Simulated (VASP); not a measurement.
**CaB2: single point with PBE**

CaB2:

```
Ca B
1.0
     3.21919    0.00000    0.00000
    -1.60959    2.78790    0.00000
     0.00000    0.00000    4.07152
Ca B
1 2
Direct
  0.00000 0.00000 0.00000
  0.33333 0.66667 0.50000
  0.66667 0.33333 0.50000
```

* Program: VASP 6.6.1
* Task: single point
* Functional: PBE
* Potentials or basis: VASP PAW PBE potentials, release 64 (Ca_sv, B)
* Cutoff: 520 eV
* k mesh: 18 × 18 × 10
* Occupations: gaussian, width 0.1 eV
* Spin: no spin polarisation

```
Pressure               : 0.3 GPa
Band gap on the k mesh : zero (band 8 reaches 5.60 eV, above the bottom of band 9 at 3.98 eV)
```

Stress tensor (GPa, compression positive):
```
0.22 0.00 0.00
0.00 0.22 0.00
0.00 0.00 0.44
```

Levels at points of the mesh, in eV from the Fermi level:
| k point | band 6 | band 7 | band 8 | band 9 | band 10 | band 11 |
| --- | --- | --- | --- | --- | --- | --- |
| (0.00, 0.00, 0.00) | -1.81 | 0.38 | 0.38 | 0.40 | 5.41 | 5.41 |
| (0.50, 0.00, 0.00) | -6.36 | -1.41 | -1.17 | 1.01 | 3.15 | 5.32 |
| (0.00, 0.00, 0.50) | -4.68 | 0.94 | 0.94 | 3.39 | 4.13 | 4.13 |
| (0.50, 0.00, 0.50) | -5.49 | -1.69 | -0.86 | -0.68 | 5.28 | 5.63 |

It took 64 s on 1 thread of Intel(R) Xeon(R) Platinum 8488C (Sapphire Rapids) (shared host), peak memory 0.24 GiB.
